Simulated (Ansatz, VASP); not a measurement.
## One calculation of Te3Ru, two programs

```
CELL_PARAMETERS angstrom
3.01036 0.00000 0.00000
0.00000 3.01036 0.00000
0.00000 0.00000 13.12735
ATOMIC_POSITIONS crystal
Te 0.50000 0.50000 0.30604
Te 0.50000 0.50000 0.69396
Te 0.00000 0.00000 0.00000
Ru 0.50000 0.50000 0.50000
```

Alike in both runs: task single point; functional PBE; k mesh 6 × 6 × 2; occupations gaussian, width 0.1 eV; collinear spin.

```csv
,VASP,Ansatz
version,VASP 6.6.1,Ansatz 0.2.0
potentials or method,"VASP PAW PBE potentials, release 64 (Te, Ru_pv), cutoff 520 eV","scalar-relativistic, plane waves, PAW"
valence electrons in the cell,32,64
```

```csv
,VASP,Ansatz,Ansatz less VASP
gap on the k mesh at the Fermi level (eV),none,none,-
pressure (GPa),0.2,0.3,+0.08
"traceless stress, the component that is largest in VASP (GPa)",0.50,0.57,+0.070
rms of the force components (eV/Å),0.032,0.039,+0.0071
net moment per atom (μB),0.22,0.22,-0.001
size of the moment on the site where the two differ most (μB),0.81,0.75,-0.064
```

Site moments also hang on the region over which each program counts them. Atom by atom the forces differ by 0.007 eV/Å (rms over components). A gap of «none» marks a metal or a gap that the smearing closes. VASP's potentials hold 32 valence electrons a cell and Ansatz's 64, so a difference there can come from the potentials and not from the codes.

Spin-orbit coupling is off throughout.
